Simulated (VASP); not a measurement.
A run of VASP 6.6.1 is set up as follows.

INCAR

```
SYSTEM = Si
ALGO     = Normal         ! electronic algorithm
DIPOL    = 0.5 0.5 0.500
EDIFF    = 1E-6           ! SCF threshold, eV
ENCUT    = 520            ! plane-wave cutoff, eV
GGA      = CA             ! functional
IDIPOL   = 3            
ISIF     = 2              ! what is computed and relaxed
ISMEAR   = 0              ! smearing method
LASPH    = .True.         ! aspherical terms in the spheres
LCHARG   = .False.        ! write CHGCAR
LDIPOL   = .True.       
LREAL    = .False.        ! projectors in reciprocal space
LWAVE    = .False.        ! write WAVECAR
NBANDS   = 11             ! bands
NELM     = 60             ! most SCF steps
PREC     = Accurate       ! precision mode
SIGMA    = 0.1            ! smearing width, eV
```

File KPOINTS:

```
k-points
0
Gamma
  15 15 1
  0 0 0
```

The input POSCAR:

```
Si
1.0
    3.6460000000      0.0000000000      0.0000000000
   -1.8230000000      3.1575286222      0.0000000000
    0.0000000000      0.0000000000     28.0000000000
Si
2
Direct
    0.3333333333      0.6666666667      0.5101964286
    0.6666666667      0.3333333333      0.4898035714
```

Potentials or basis: VASP PAW LDA potentials, release 64 (Si).

Run with:

```console
$ cat potpaw_LDA.64/Si/POTCAR > POTCAR
$ mpirun -np 1 vasp_std > vasp.out
```

(1) What does it give for the largest force?

(2) What does it give for the band gap on the k mesh?

## Answers

(1) 0.265 eV/Å.

(2) zero (filled and empty bands touch).
